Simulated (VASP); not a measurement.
SrCaTe2: single point with PBE

The system is SrCaTe2.

```
Ca Sr Te
1.0
     2.29456    1.32477    7.49439
    -2.29456    1.32477    7.49439
     0.00000   -2.64953    7.49439
Ca Sr Te
1 1 2
Direct
  0.00000 0.00000 0.00000
  0.50000 0.50000 0.50000
  0.25429 0.25429 0.25429
  0.74571 0.74571 0.74571
```

```json
{
 "Program": "VASP 6.6.1",
 "Task": "single point",
 "Functional": "PBE",
 "Potentials or basis": "VASP PAW PBE potentials, release 64 (Ca_sv, Sr_sv, Te)",
 "Cutoff": "520 eV",
 "k mesh": "6 × 6 × 6",
 "Occupations": "gaussian, width 0.01 eV",
 "Spin": "no spin polarisation",
 "Dipole correction": "no",
 "Further INCAR settings": "ALGO = Normal; EDIFF = 1e-07; NBANDS = 24"
}
```

- Pressure: 1.2 GPa
- Largest force: 0.009 eV/Å
- Band gap on the k mesh: 1.55 eV (least direct gap 2.48 eV)

Forces in eV/Å, atoms in the order of the input:
```
Ca   0.000  0.000  0.000
Sr   0.000  0.000  0.000
Te   0.000  0.000  0.009
Te   0.000  0.000 -0.009
```

Levels at points of the mesh, in eV from the valence-band top:
```tsv
k point	band 13	band 14	band 15	band 16	band 17	band 18	band 19	band 20
(0.00, 0.00, 0.00)	-1.18	-0.02	-0.02	0.00	2.97	3.07	3.08	3.08
(0.50, 0.00, 0.00)	-1.69	-1.39	-1.19	-0.95	2.79	2.79	4.45	4.60
(0.50, 0.50, 0.00)	-1.18	-1.17	-0.96	-0.92	1.56	3.63	3.78	4.32
(0.50, 0.50, 0.50)	-0.75	-0.75	-0.67	-0.67	3.09	3.10	3.60	3.60
```

It took 2.2 min on 1 thread of Intel(R) Xeon(R) 6975P-C (Granite Rapids), with other jobs on the host, peak memory 0.53 GiB.

Caveat: spin-orbit coupling is left out, which moves the levels of the heavy elements. A k mesh can miss the band edges.
